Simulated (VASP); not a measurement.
Set up this calculation in VASP 6.6.1, as the native input.

```yaml
Task: single point
Functional: PBE
Potentials_or_basis: VASP PAW PBE potentials, release 64 (Si, Ge_d)
Cutoff: 500 eV
k_mesh: 4 × 4 × 2
Occupations: gaussian, width 0.1 eV
Spin: no spin polarisation
Dipole_correction: no
Further_INCAR_settings: ALGO = Normal; EDIFF = 1e-06; NBANDS = 36
```

The structure of Si3Ge lies in POSCAR:

```
Si3Ge
1.0
   -3.9123760691      0.0000000000      0.0000000000
    0.0000000000      0.0000000000     -5.5320638552
    0.0000000000     -7.8247521382      0.0000000000
Si Ge
6 2
Direct
    0.0000000000      0.2558713853      0.7500000000
    0.0000000000      0.2558713853      0.2500000000
    0.5000000000      0.7441286147      1.0000000000
    0.5000000000      0.7441286147      0.5000000000
    0.5000000000      0.5000000000      0.7500000000
    0.5000000000      0.5000000000      0.2500000000
    1.0000000000      0.0000000000      1.0000000000
    1.0000000000      0.0000000000      0.5000000000
```

These files were run (other wordings do the same):

INCAR

```
PREC = Accurate
ENCUT = 500
EDIFF = 1E-6
ISMEAR = 0
SIGMA = 0.1
LREAL = False
LASPH = True
NELM = 120
ALGO = Normal
ISIF = 2
LWAVE = False
LCHARG = True
GGA = PE
LELF = True
LVHAR = True
NBANDS = 36
GGA_COMPAT = False
```

KPOINTS

```
Automatic mesh
0
Gamma
  4 4 2
```

Potentials or basis: VASP PAW PBE potentials, release 64 (Si, Ge_d).

Command:

```console
$ cat potpaw_PBE.64/Si/POTCAR potpaw_PBE.64/Ge_d/POTCAR > POTCAR
$ mpirun -np 1 vasp_std > vasp.out
```

Results of the run:

```json
{
  "Pressure": "0.0 GPa",
  "Largest force": "0.010 eV/Å",
  "Band gap on the k mesh": "0.38 eV"
}
```

It took 39 s on 1 thread of Intel(R) Xeon(R) 6975P-C (Granite Rapids) (shared host), peak memory 0.29 GiB.
